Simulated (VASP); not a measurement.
Write the native input for VASP 6.6.1 that does the following.

```
Task                   : single point
Functional             : PBE
Potentials or basis    : VASP PAW PBE potentials, release 64 (Eu, Os)
Cutoff                 : 520 eV
k mesh                 : 8 × 8 × 8
Occupations            : gaussian, width 0.05 eV
Spin                   : collinear spin, ferromagnetic start
Starting moments       : [7.42, 0.0] μB
Hubbard terms          : Eu f U = 6.0 eV
Dipole correction      : no
Further INCAR settings : ALGO = Normal; EDIFF = 1e-06; NBANDS = 24
```

The structure of EuOs lies in POSCAR:

```
EuOs
1.0
    3.5222788475      0.0000000000      0.0000000000
    0.0000000000      3.5222788475      0.0000000000
    0.0000000000      0.0000000000      3.5222788475
Eu Os
1 1
Direct
    0.0000000000      0.0000000000      0.0000000000
    0.5227125686      0.5000000000      0.5000000000
```

This cell differs from its parent crystal: atom 2 (Os) moved 0.08 Å along x.

One way to write it, as run:

INCAR

```
SYSTEM = EuOs
  PREC = Accurate
  ENCUT = 520
  EDIFF = 1E-6
  ISMEAR = 0
  SIGMA = 0.05
  LREAL = .False.
  LASPH = .True.
  NELM = 150
  ALGO = Normal
  ISIF = 2
  LWAVE = .False.
  LCHARG = .False.
  ISPIN = 2
  MAGMOM = 7.42 0
  LORBIT = 11
  LMAXMIX = 6
  LDAU = .True.
  LDAUTYPE = 2
  LDAUL = 3 -1
  LDAUU = 6 0
  LDAUJ = 0 0
  LDAUPRINT = 1
  GGA = PE
  NBANDS = 24
```

KPOINTS

```
Automatic mesh
0
Gamma
  8 8 8
  0 0 0
```

Potentials or basis: VASP PAW PBE potentials, release 64 (Eu, Os).

Command:

```bash
$ cat potpaw_PBE.64/Eu/POTCAR potpaw_PBE.64/Os/POTCAR > POTCAR
$ mpirun -np 1 vasp_std > vasp.out
```

It gave:

```yaml
Pressure: -4.1 GPa
Largest_force: 0.380 eV/Å
Net_moment: 5.97 μB per cell
Site_moments: Eu +6.10; Os -0.35 μB
Valence_electrons_inside_the_program's_atomic_spheres: Eu 14.64; Os 6.96
```

Caveat: the cell differs from its parent crystal (atom 2 (Os) moved 0.08 Å along x); the cell stands under tension.

Run time: 5.3 min on 1 thread of Intel(R) Xeon(R) 6975P-C (Granite Rapids) (shared host), peak memory 0.3 GiB.
